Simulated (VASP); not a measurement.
# MgAl2Ge2 (P-3m1) in VASP: single point with LDA

Aim: the single point of MgAl2Ge2 with LDA.

All numbers are computed with VASP 6.6.1; they aren't measurements. Logs are shortened: lines on timing, memory, paths and dates and some standing lists are left out, and cuts for length are marked.

### Step 1. The cell of the first run

It takes space group P-3m1 (No. 164, trigonal). The conventional cell has a = 4.094 Å, b = 4.094 Å, c = 6.754 Å, α = 90.00°, β = 90.00°, γ = 120.00°. Within 3.8 Å of Mg (site symmetry -3m) lie 6 Ge at 2.88 Å and 6 Al at 3.43 Å. Within 3.3 Å of Al (site symmetry 3m) lie 4 Ge at 2.51 to 2.63 Å and 3 Al at 2.96 Å. Within 3.3 Å of Ge (site symmetry 3m) lie 4 Al at 2.51 to 2.63 Å and 3 Mg at 2.88 Å.

### Step 2. Single point, LDA

INCAR reads:

```
PREC = Accurate
ENCUT = 520
EDIFF = 1E-7
ISMEAR = -1
SIGMA = 0.15
LREAL = F
LASPH = T
NELM = 60
ALGO = Normal
ISIF = 2
LWAVE = F
LCHARG = F
NBANDS = 26
```

KPOINTS reads:

```
regular mesh
0
Gamma
  4 4 2
```

POSCAR reads:

```
MgAl2Ge2
1.0
    4.0935563000      0.0000000000      0.0000000000
   -2.0467781500      3.5451237500      0.0000000000
    0.0000000000      0.0000000000      6.7541186000
Mg Al Ge
1 2 2
Direct
    0.0000000000      0.0000000000      0.0000000000
    0.6666666700      0.3333333300      0.3675877600
    0.3333333300      0.6666666700      0.6324122400
    0.6666666700      0.3333333300      0.7569507800
    0.3333333300      0.6666666700      0.2430492200
```

Potentials or basis: VASP PAW LDA potentials, release 64 (Mg, Al, Ge_d).

Started as:

```bash
cat potpaw_LDA.64/Mg/POTCAR potpaw_LDA.64/Al/POTCAR potpaw_LDA.64/Ge_d/POTCAR > POTCAR
mpirun -np 1 vasp_std > vasp.out
```

OUTCAR:

```text
PREC = Accurate
   ENCUT = 520
   EDIFF = 1E-7
   ISMEAR = -1
   LREAL = F
   LASPH = T
   NELM = 60
   ISIF = 2

 ion  position               nearest neighbor table
   1  0.000  0.000  0.000-   4 2.88   5 2.88   4 2.88   5 2.88   4 2.88   5 2.88   2 3.43   3 3.43
                             3 3.43   2 3.43   2 3.43   3 3.43
   2  0.667  0.333  0.368-   5 2.51   5 2.51   5 2.51   4 2.63   3 2.96   3 2.96   3 2.96   1 3.43
                             1 3.43   1 3.43
   3  0.333  0.667  0.632-   4 2.51   4 2.51   4 2.51   5 2.63   2 2.96   2 2.96   2 2.96   1 3.43
                             1 3.43   1 3.43
   4  0.667  0.333  0.757-   3 2.51   3 2.51   3 2.51   2 2.63   1 2.88   1 2.88   1 2.88
   5  0.333  0.667  0.243-   2 2.51   2 2.51   2 2.51   3 2.63   1 2.88   1 2.88   1 2.88

  LATTYP: Found a hexagonal cell.
 ALAT       =     4.0935563000
 C/A-ratio  =     1.6499391006

  Lattice vectors:

 A1 = (   4.0935563000,   0.0000000000,   0.0000000000)
 A2 = (  -2.0467781500,   3.5451237500,   0.0000000000)
 A3 = (   0.0000000000,   0.0000000000,   6.7541186000)

Analysis of symmetry for initial positions (statically):
=====================================================================
 Subroutine PRICEL returns:
 Original cell was already a primitive cell.

 Routine SETGRP: Setting up the symmetry group for a
 hexagonal supercell.

 Subroutine GETGRP returns: Found 12 space group operations
 (whereof 12 operations were pure point group operations)
 out of a pool of 24 trial point group operations.

The static configuration has the point symmetry D_3d.

Analysis of symmetry for dynamics (positions and initial velocities):
=====================================================================
 Subroutine PRICEL returns:
 Original cell was already a primitive cell.

 Routine SETGRP: Setting up the symmetry group for a
 hexagonal supercell.

 Subroutine GETGRP returns: Found 12 space group operations
 (whereof 12 operations were pure point group operations)
 out of a pool of 24 trial point group operations.

The dynamic configuration has the point symmetry D_3d.

 Subroutine INISYM returns: Found 12 space group operations
 (whereof 12 operations are pure point group operations),
 and found     1 'primitive' translations

----------------------------------------------------------------------------------------

                                     Primitive cell

  volume of cell :      98.0169

  direct lattice vectors                    reciprocal lattice vectors
     4.093556300  0.000000000  0.000000000     0.244286368  0.141038800  0.000000000
    -2.046778150  3.545123750  0.000000000     0.000000000  0.282077600  0.000000000
     0.000000000  0.000000000  6.754118600     0.000000000  0.000000000  0.148057809

  length of vectors
     4.093556300  4.093556302  6.754118600     0.282077600  0.282077600  0.148057809

  position of ions in fractional coordinates (direct lattice)
     0.000000000  0.000000000  0.000000000
     0.666666670  0.333333330  0.367587760
     0.333333330  0.666666670  0.632412240
     0.666666670  0.333333330  0.756950780
     0.333333330  0.666666670  0.243049220

  ion indices of the primitive-cell ions
   primitive index   ion index
                 1           1
                 2           2
                 3           3
                 4           4
                 5           5

----------------------------------------------------------------------------------------

 KPOINTS: regular mesh

Automatic generation of k-mesh.
 Grid dimensions read from file:
 generate k-points for:    4    4    2

 Generating k-lattice:

  Cartesian coordinates                     Fractional coordinates (reciprocal lattice)
     0.061071592  0.035259700  0.000000000     0.250000000  0.000000000  0.000000000
     0.000000000  0.070519400  0.000000000     0.000000000  0.250000000  0.000000000
     0.000000000  0.000000000  0.074028904     0.000000000  0.000000000  0.500000000

  Length of vectors
     0.070519400  0.070519400  0.074028904

  Shift w.r.t. Gamma in fractional coordinates (k-lattice)
     0.000000000  0.000000000  0.000000000

 Subroutine IBZKPT returns following result:
 ===========================================

 Found      8 irreducible k-points:

 Following reciprocal coordinates:
            Coordinates               Weight
  0.000000  0.000000  0.000000      1.000000
  0.250000  0.000000  0.000000      6.000000
  0.500000  0.000000  0.000000      3.000000
  0.250000  0.250000  0.000000      6.000000
  0.000000  0.000000  0.500000      1.000000
  0.250000  0.000000  0.500000      6.000000
  0.500000  0.000000  0.500000      3.000000
  0.250000  0.250000  0.500000      6.000000
   k-points           NKPTS =      8   k-points in BZ     NKDIM =      8   number of bands    NBANDS=     26
   number of dos      NEDOS =    301   number of ions     NIONS =      5
   total plane-waves  NPLWV =  45000
   dimension x,y,z NGX =    30 NGY =   30 NGZ =   50
   dimension x,y,z NGXF=    60 NGYF=   60 NGZF=  100
   ions per type =               1   2   2
   NGX,Y,Z   is equivalent  to a cutoff of  12.18, 12.18, 12.31 a.u.
   NGXF,Y,Z  is equivalent  to a cutoff of  24.37, 24.37, 24.61 a.u.
 SYSTEM =  unknown system
   PREC   = accura    normal or accurate (medium, high low for compatibility)
   ISTART =      0    job   : 0-new  1-cont  2-samecut
   ICHARG =      2    charge: 1-file 2-atom 10-const
   ISPIN  =      1    spin polarized calculation?
   LNONCOLLINEAR =      F non collinear calculations
   LSORBIT =      F    spin-orbit coupling
   LASPH  =      T    aspherical Exc in radial PAW
   ENCUT  =  520.0 eV  38.22 Ry    6.18 a.u.   7.61  7.61 12.56*2*pi/ulx,y,z
   NELM   =     60;   NELMIN=  2; NELMDL= -5     # of ELM steps
   EDIFF  = 0.1E-06   stopping-criterion for ELM
   LREAL  =      F    real-space projection
   EDIFFG = 0.1E-05   stopping-criterion for IOM
   NSW    =      0    number of steps for IOM
   IBRION =     -1    ionic relax: 0-MD 1-quasi-New 2-CG
   NFREE  =      0    steps in history (QN), initial steepest desc. (CG)
   ISIF   =      2    stress and relaxation
   ISYM   =      2    0-nonsym 1-usesym 2-fastsym
   POTIM  = 0.5000    time-step for ionic-motion
   TEBEG  =    0.0;   TEEND  =   0.0 temperature during run
   PSTRESS=    0.0 pullay stress
   NELECT =      36.0000    total number of electrons
   NUPDOWN=      -1.0000    fix difference up-down
   EMIN   =  10.00;   EMAX   =-10.00  energy-range for DOS
   EFERMI =   0.00;   METHOD = LEGACY
   ISMEAR =    -1;   SIGMA  =   0.15  broadening in eV -4-tet -1-fermi 0-gaus
   EFERMI_NEDOS =   21; number of points for ismear=-14 and -15
   IALGO  =     38    algorithm
   IMIX   =      4    mixing-type and parameters
     AMIX     =   0.40;   BMIX     =  1.00
     AMIX_MAG =   1.60;   BMIX_MAG =  1.00
  volume/ion in A,a.u.               =      19.60       132.29
  Fermi-wavevector in a.u.,A,eV,Ry     =   1.172399  2.215513 18.701467  1.374519
  Thomas-Fermi vector in A             =   2.308828
   LORBIT       =      0    0 simple, 1 ext, 2 COOP (PROOUT), +10 PAW based schemes
   GGA     = CA    functional components
   LHFCALC =     F    Hartree Fock is set to
   AEXX    =    0.0000 exact exchange contribution
   IVDW    =     0    specifies the selected vdW correction
   LEPSILON=     F    determine dielectric tensor
   LRPA    =     F    only Hartree local field effects (RPA)
 non-spin polarized calculation
  energy-cutoff  :      520.00
  volume of cell :       98.02
 maximum number of plane-waves:      2671
   NGX = 15   NGY = 15   NGZ = 25

 number of electron      35.9999974 magnetization

 Free energy of the ion-electron system (eV)
  ---------------------------------------------------
  ext. energy  EPLUGINS =         0.00000000
  ---------------------------------------------------
  free energy    TOTEN  =       -21.07351991 eV

  energy without entropy =      -20.96658007  energy(sigma->0) =      -21.02004999

 E-fermi :   5.5008     XC(G=0): -10.0802

 val. band max:        5.3882784148   @ k =   0.0000   0.0000   0.5000
 cond. band min:       5.5777296807   @ k =   0.0000   0.0000   0.0000
 fundamental gap:      0.1894512659
 Fermi energy:         5.5008364892

 k-point     1 :       0.0000    0.0000    0.0000
  band No.  band energies     occupation
      1     -18.7469      2.00000
      2     -18.7462      2.00000
      3     -18.7429      2.00000
      4     -18.7429      2.00000
      5     -18.7404      2.00000
      6     -18.7404      2.00000
[... 18 lines left out ...]
     25       9.3469      0.00000
     26      10.9747      0.00000

 k-point     2 :       0.2500    0.0000    0.0000
  band No.  band energies     occupation
      1     -18.7460      2.00000
      2     -18.7451      2.00000
      3     -18.7429      2.00000
      4     -18.7427      2.00000
      5     -18.7415      2.00000
      6     -18.7393      2.00000
[... 18 lines left out ...]
     25      10.2143      0.00000
     26      10.4522      0.00000

 k-point     3 :       0.5000    0.0000    0.0000
  band No.  band energies     occupation
      1     -18.7469      2.00000
      2     -18.7436      2.00000
      3     -18.7426      2.00000
      4     -18.7424      2.00000
      5     -18.7418      2.00000
      6     -18.7384      2.00000
[... 18 lines left out ...]
     25      11.4000      0.00000
     26      12.0309      0.00000

 k-point     4 :       0.2500    0.2500    0.0000
  band No.  band energies     occupation
      1     -18.7449      2.00000
      2     -18.7447      2.00000
      3     -18.7432      2.00000
      4     -18.7419      2.00000
      5     -18.7418      2.00000
      6     -18.7389      2.00000
[... 18 lines left out ...]
     25      11.1896      0.00000
     26      11.7561      0.00000

 k-point     5 :       0.0000    0.0000    0.5000
  band No.  band energies     occupation
      1     -18.7467      2.00000
      2     -18.7463      2.00000
      3     -18.7428      2.00000
      4     -18.7428      2.00000
      5     -18.7405      2.00000
      6     -18.7405      2.00000
[... 18 lines left out ...]
     25      10.6289      0.00000
     26      10.8663      0.00000

 k-point     6 :       0.2500    0.0000    0.5000
  band No.  band energies     occupation
      1     -18.7464      2.00000
      2     -18.7454      2.00000
      3     -18.7426      2.00000
      4     -18.7419      2.00000
      5     -18.7409      2.00000
      6     -18.7401      2.00000
[... 18 lines left out ...]
     25      10.5203      0.00000
     26      11.4767      0.00000

 k-point     7 :       0.5000    0.0000    0.5000
  band No.  band energies     occupation
      1     -18.7470      2.00000
      2     -18.7449      2.00000
      3     -18.7431      2.00000
      4     -18.7411      2.00000
      5     -18.7400      2.00000
      6     -18.7396      2.00000
[... 18 lines left out ...]
     25      11.6233      0.00000
     26      12.3086      0.00000

 k-point     8 :       0.2500    0.2500    0.5000
  band No.  band energies     occupation
      1     -18.7460      2.00000
      2     -18.7450      2.00000
      3     -18.7418      2.00000
      4     -18.7416      2.00000
      5     -18.7411      2.00000
      6     -18.7398      2.00000
[... 18 lines left out ...]
     25      10.2073      0.00000
     26      10.7573      0.00000

------------------------ aborting loop because EDIFF is reached ----------------------------------------

  FORCE on cell =-STRESS in cart. coord.  units (eV):
  Direction    XX          YY          ZZ          XY          YZ          ZX
  --------------------------------------------------------------------------------------
  -------------------------------------------------------------------------------------
  Total       -0.6066256     -0.6066256     -2.2330360     -0.0000000      0.0000000      0.0000000
  in kB       -9.9158616     -9.9158616    -36.5010580     -0.0000000      0.0000000      0.0000000
  external PRESSURE =     -18.7775938 kB  Pullay stress =       0.0000000 kB

 VOLUME and BASIS-vectors are now :
 -----------------------------------------------------------------------------
  energy-cutoff  :      520.00
  volume of cell :       98.02
      direct lattice vectors                 reciprocal lattice vectors
     4.093556300  0.000000000  0.000000000     0.244286368  0.141038800  0.000000000
    -2.046778150  3.545123750  0.000000000     0.000000000  0.282077600  0.000000000
     0.000000000  0.000000000  6.754118600     0.000000000  0.000000000  0.148057809

 POSITION                                       TOTAL-FORCE (eV/Angst)
 -----------------------------------------------------------------------------------
      0.00000      0.00000      0.00000         0.000000      0.000000      0.000000
      2.04678      1.18171      2.48273        -0.000000      0.000000     -0.001423
     -0.00000      2.36342      4.27139         0.000000      0.000000      0.001423
      2.04678      1.18171      5.11254        -0.000000     -0.000000      0.061494
     -0.00000      2.36342      1.64158         0.000000      0.000000     -0.061494
 -----------------------------------------------------------------------------------
    total drift:                               -0.000000      0.000000     -0.000000

  FREE ENERGIE OF THE ION-ELECTRON SYSTEM (eV)
  ---------------------------------------------------
  free  energy   TOTEN  =       -21.0735199067 eV

  energy  without entropy=      -20.9665800698  energy(sigma->0) =      -21.02004999
```

It took 56 s on 1 thread of AMD EPYC 7R13, shared host; peak memory 0.15 GiB.

Results:

* Free energy: -21.0735 eV
* Pressure: -1.9 GPa
* Largest force: 0.061 eV/Å
* Band gap on the k mesh: zero (band 18 reaches 5.75 eV, above the bottom of band 19 at 5.35 eV)

Forces in eV/Å, atoms in the order of the input:
```
Mg   0.000  0.000  0.000
Al   0.000  0.000 -0.001
Al   0.000  0.000  0.001
Ge   0.000  0.000  0.061
Ge   0.000  0.000 -0.061
```

Stress tensor (GPa, compression positive):
```
-0.99  0.00  0.00
 0.00 -0.99  0.00
 0.00  0.00 -3.65
```

Levels at points of the mesh, in eV from the Fermi level:
| k point | band 15 | band 16 | band 17 | band 18 | band 19 | band 20 | band 21 | band 22 |
| --- | --- | --- | --- | --- | --- | --- | --- | --- |
| (0.00, 0.00, 0.00) | -1.19 | 0.08 | 0.25 | 0.25 | 0.77 | 2.01 | 2.62 | 2.62 |
| (0.50, 0.00, 0.00) | -3.96 | -2.91 | -2.77 | -0.90 | -0.16 | 1.88 | 2.35 | 2.73 |
| (0.00, 0.00, 0.50) | -0.97 | -0.97 | -0.11 | -0.11 | 0.79 | 1.85 | 2.87 | 2.87 |
| (0.50, 0.00, 0.50) | -2.43 | -2.13 | -1.63 | -1.60 | 0.27 | 0.47 | 0.68 | 1.75 |

Caveat: the k points lie up to 0.47 Å⁻¹ apart.
